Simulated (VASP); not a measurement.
# Ti5H in VASP: relaxation of the atoms with PBE

Aim: the relaxation of the atoms of Ti5H with PBE.

Program: VASP 6.6.1. These are calculated values, not measurements. Logs are shortened: lines on timing, memory, paths and dates and some standing lists are left out, and cuts for length are marked.

## Step 1: The cell of the first run

The cell holds a slab with vacuum, 6 atoms: a = 2.938 Å, b = 2.938 Å, c = 24.712 Å, α = 90.00°, β = 90.00°, γ = 120.00°.

## Step 2: Relaxation of the atoms, PBE

Input file INCAR:

```
ALGO = Fast ; DIPOL = 0.5 0.5 0.391
EDIFF = 1E-6 ; EDIFFG = -0.025
ENCUT = 520 ; GGA = PE
IBRION = 2 ; IDIPOL = 3
ISIF = 2 ; ISMEAR = 0
LASPH = True ; LCHARG = False
LDIPOL = True ; LREAL = False
LWAVE = False ; NELM = 60
NSW = 36 ; PREC = Accurate
SIGMA = 0.1
```

Input file KPOINTS:

```
k-points
0
Gamma
  9 9 1
```

Input file POSCAR:

```
Ti5H
1.0
    2.9381632086      0.0000000000      0.0000000000
   -1.4690816043      2.5445239791      0.0000000000
    0.0000000000      0.0000000000     24.7117068140
Ti H
5 1
Selective dynamics
Direct
    0.6666666667      0.3333333333      0.1618666015  F F F
    0.3333333333      0.6666666667      0.2559609806  F F F
    0.6666666667      0.3333333333      0.3506708119  F F F
    0.3333333333      0.6666666667      0.4475655916  F F F
    0.6666666667      0.3333333333      0.5346335206  F F F
    1.0000000000      0.5000000000      0.5963472959  F F T
```

Potentials or basis: VASP PAW PBE potentials, release 64 (Ti_sv, H).

Started as:

```sh
$ cat potpaw_PBE.64/Ti_sv/POTCAR potpaw_PBE.64/H/POTCAR > POTCAR
$ mpirun -np 1 vasp_std > vasp.out
```

OUTCAR:

```text
EDIFF = 1E-6
   EDIFFG = -0.025
   ENCUT = 520
   GGA = PE
   IBRION = 2
   ISIF = 2
   ISMEAR = 0
   LASPH = True
   LREAL = False
   NELM = 60
   NSW = 36
   PREC = Accurate

 ion  position               nearest neighbor table
   1  0.667  0.333  0.162-   2 2.88   2 2.88   2 2.88
   2  0.333  0.667  0.256-   1 2.88   1 2.88   1 2.88   3 2.89   3 2.89   3 2.89
   3  0.667  0.333  0.351-   2 2.89   2 2.89   2 2.89
   4  0.333  0.667  0.448-   5 2.74   5 2.74   5 2.74
   5  0.667  0.333  0.535-   6 1.75   4 2.74   4 2.74   4 2.74
   6  0.000  0.500  0.596-   5 1.75

  LATTYP: Found a hexagonal cell.
 ALAT       =     2.9381632086
 C/A-ratio  =     8.4105970498

  Lattice vectors:

 A1 = (   2.9381632086,   0.0000000000,   0.0000000000)
 A2 = (  -1.4690816043,   2.5445239791,   0.0000000000)
 A3 = (   0.0000000000,   0.0000000000,  24.7117068140)

Analysis of symmetry for initial positions (statically):
=====================================================================
 Subroutine PRICEL returns:
 Original cell was already a primitive cell.

 Routine SETGRP: Setting up the symmetry group for a
 hexagonal supercell.

 Subroutine GETGRP returns: Found  2 space group operations
 (whereof  2 operations were pure point group operations)
 out of a pool of 24 trial point group operations.

The static configuration has the point symmetry C_1h.

Analysis of symmetry for dynamics (positions and initial velocities):
=====================================================================
 Subroutine PRICEL returns:
 Original cell was already a primitive cell.

 Routine SETGRP: Setting up the symmetry group for a
 hexagonal supercell.

 Subroutine GETGRP returns: Found  2 space group operations
 (whereof  2 operations were pure point group operations)
 out of a pool of 24 trial point group operations.

The dynamic configuration has the point symmetry C_1h.

Analysis of constrained symmetry for selective dynamics:
=====================================================================
 Subroutine PRICEL returns:
 Original cell was already a primitive cell.
[... 146 lines left out ...]
 conjugate gradient relaxation of ions
 non-spin polarized calculation
 RMM-DIIS sequential band-by-band and
 Gauss-broadening in eV      SIGMA  =   0.10
  energy-cutoff  :      520.00
  volume of cell :      184.75
 maximum number of plane-waves:      5059
 NGX is ok and might be reduce to    24
   NGX = 11   NGY = 11   NGZ = 91

 dipolmoment           0.000000      0.000000     -0.024338 electrons x Angstroem

--------------------------------------- Ionic step        1  -------------------------------------------

 number of electron      60.9999991 magnetization

 Free energy of the ion-electron system (eV)
  ---------------------------------------------------
  ext. energy  EPLUGINS =         0.00000000
  ---------------------------------------------------
  free energy    TOTEN  =       -40.80683318 eV

  energy without entropy =      -40.76050507  energy(sigma->0) =      -40.78366913

------------------------ aborting loop EDIFF was not reached (unconverged)  ----------------------------

  FORCE on cell =-STRESS in cart. coord.  units (eV):
  Direction    XX          YY          ZZ          XY          YZ          ZX
  --------------------------------------------------------------------------------------
  -------------------------------------------------------------------------------------
  Total       -1.0296877     -1.1179150     -0.4572376      0.0764071      1.0230337      1.7719468
  in kB       -8.9295771     -9.6946954     -3.9652199      0.6626120      8.8718733     15.3665388
  external PRESSURE =      -7.5298308 kB  Pullay stress =       0.0000000 kB
[... 27 lines left out ...]
--------------------------------------- Ionic step        2  -------------------------------------------

 number of electron      60.9999991 magnetization

------------------------ aborting loop because EDIFF is reached ----------------------------------------

  FORCE on cell =-STRESS in cart. coord.  units (eV):
  Direction    XX          YY          ZZ          XY          YZ          ZX
  --------------------------------------------------------------------------------------
  -------------------------------------------------------------------------------------
  Total       -1.0232605     -1.1164432     -0.4382981      0.0806986      1.0320123      1.7874982
  in kB       -8.8738395     -9.6819317     -3.8009749      0.6998284      8.9497369     15.5014021
  external PRESSURE =      -7.4522487 kB  Pullay stress =       0.0000000 kB
[... 27 lines left out ...]
--------------------------------------- Ionic step        3  -------------------------------------------

 number of electron      60.9999991 magnetization

 dipolmoment           0.000000      0.000000      0.049328 electrons x Angstroem

 Free energy of the ion-electron system (eV)
  ---------------------------------------------------
  ext. energy  EPLUGINS =         0.00000000
  ---------------------------------------------------
  free energy    TOTEN  =       -40.80775731 eV

  energy without entropy =      -40.76102950  energy(sigma->0) =      -40.78439341

 E-fermi :   1.4159     XC(G=0):  -6.3391

 val. band max:        1.4135064865   @ k =   0.3333   0.1111   0.0000
 cond. band min:       1.4244873776   @ k =  -0.2222   0.4444   0.0000
 fundamental gap:      0.0109808911
 Fermi energy:         1.4159442742

 k-point     1 :       0.0000    0.0000    0.0000
  band No.  band energies     occupation
      1     -55.5655      2.00000
      2     -55.5568      2.00000
      3     -55.3940      2.00000
      4     -55.3457      2.00000
      5     -55.3097      2.00000
      6     -32.0619      2.00000
[... 925 lines left out ...]
     35       1.8845      0.00000
     36       1.9519      0.00000

 [... further k-points ...]

------------------------ aborting loop because EDIFF is reached ----------------------------------------

 vacuum level on the upper side and lower side of the slab       (xc-potential included)         0.555        -0.775

  FORCE on cell =-STRESS in cart. coord.  units (eV):
  Direction    XX          YY          ZZ          XY          YZ          ZX
  --------------------------------------------------------------------------------------
  -------------------------------------------------------------------------------------
  Total       -1.0146715     -1.1131383     -0.3949862      0.0852748      1.0409542      1.8029860
  in kB       -8.7993549     -9.6532714     -3.4253688      0.7395134      9.0272814     15.6357141
  external PRESSURE =      -7.2926650 kB  Pullay stress =       0.0000000 kB
[... 21 lines left out ...]
  FREE ENERGIE OF THE ION-ELECTRON SYSTEM (eV)
  ---------------------------------------------------
  free  energy   TOTEN  =       -40.8077573073 eV

  energy  without entropy=      -40.7610295040  energy(sigma->0) =      -40.78439341

 reached required accuracy - stopping structural energy minimisation

 vacuum level on the upper side and lower side of the slab         6.977         5.653
```

CONTCAR:

```text
Ti5H
   1.00000000000000
     2.9381632085999998    0.0000000000000000    0.0000000000000000
    -1.4690816042999999    2.5445239791000001    0.0000000000000000
     0.0000000000000000    0.0000000000000000   24.7117068139999994
  Ti              H
     5     1
Selective dynamics
Direct
     0.6666666667000030    0.3333333332999970    0.1618666015000017   F   F   F
     0.3333333332999970    0.6666666667000030    0.2559609806000012   F   F   F
     0.6666666667000030    0.3333333332999970    0.3506708119000024   F   F   F
     0.3333333332999970    0.6666666667000030    0.4475655915999965   F   F   F
     0.6666666667000030    0.3333333332999970    0.5346335206000035   F   F   F
     0.0000000000000000    0.5000000000000000    0.5961210546668193   F   F   T

  0.00000000E+00  0.00000000E+00  0.00000000E+00
  0.00000000E+00  0.00000000E+00  0.00000000E+00
  0.00000000E+00  0.00000000E+00  0.00000000E+00
  0.00000000E+00  0.00000000E+00  0.00000000E+00
  0.00000000E+00  0.00000000E+00  0.00000000E+00
  0.00000000E+00  0.00000000E+00  0.00000000E+00
```

Wall time 26 min (1 thread of Oxide Virtual Turin-like, shared host); peak memory 0.38 GiB.

What came out:

* Free energy: -40.8078 eV
* Energy gained by relaxing: 0.2 meV/atom
* Ionic steps: 3
* Band gap on the k mesh: zero (an odd number of electrons rules out a gap without spin polarisation)

The path:
```csv
step,energy change (eV),largest force on free atoms (eV/Å),pressure (GPa)
1,0.0000,0.0409,-0.75
2,-0.0009,0.0265,-0.75
3,-0.0009,0.0003,-0.73
```

Final structure:
```xyz
6
Lattice="2.9382 0.0000 0.0000 -1.4691 2.5445 0.0000 0.0000 0.0000 24.7117" Properties=species:S:1:pos:R:3 pbc="T T T"
Ti    1.4691    0.8482    4.0000
Ti    0.0000    1.6963    6.3252
Ti    1.4691    0.8482    8.6657
Ti    0.0000    1.6963   11.0601
Ti    1.4691    0.8482   13.2117
H    -0.7345    1.2723   14.7312
```

Levels at points of the mesh, in eV from the Fermi level:
```
           k point  band 29  band 30  band 31  band 32  band 33  band 34
(0.00, 0.00, 0.00)     0.40     0.57     0.57     0.64     0.65     0.65
```
